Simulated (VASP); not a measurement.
Here is a VASP 6.6.1 calculation.

INCAR

```
SYSTEM = Bi
ALGO     = Normal         ! electronic algorithm
EDIFF    = 1E-7           ! SCF threshold, eV
ENCUT    = 520            ! plane-wave cutoff, eV
GGA      = PE             ! functional
ISIF     = 2              ! what is computed and relaxed
ISMEAR   = 1              ! smearing method
LASPH    = .TRUE.         ! aspherical terms in the spheres
LCHARG   = .FALSE.        ! write CHGCAR
LREAL    = .FALSE.        ! projectors in reciprocal space
LWAVE    = .FALSE.        ! write WAVECAR
NBANDS   = 22             ! bands
NELM     = 80             ! most SCF steps
PREC     = Accurate       ! precision mode
SIGMA    = 0.6            ! smearing width, eV
```

Contents of KPOINTS:

```
k-points
0
G
  8 8 8
  0 0 0
```

Contents of POSCAR:

```
Bi
1.0
    2.2924582305      1.3235513765      4.0467531177
   -2.2924582305      1.3235513765      4.0467531177
    0.0000000000     -2.6471027530      4.0467531177
Bi
2
Direct
    0.2337113826      0.2337113826      0.2337113826
    0.7662886174      0.7662886174      0.7662886174
```

Potentials or basis: VASP PAW PBE potentials, release 64 (Bi_d).

Run with:

```console
$ cat potpaw_PBE.64/Bi_d/POTCAR > POTCAR
$ mpirun -np 1 vasp_std > vasp.out
```

(1) What does it give for the largest force?

(2) Predict the band gap on the k mesh.

(3) Estimate the pressure.

## Answers

(1) 0.048 eV/Å.

(2) zero (band 15 reaches 5.77 eV, above the bottom of band 16 at 5.61 eV).

(3) -0.2 GPa.

Caveat: spin-orbit coupling is left out, which moves the levels of the heavy elements.
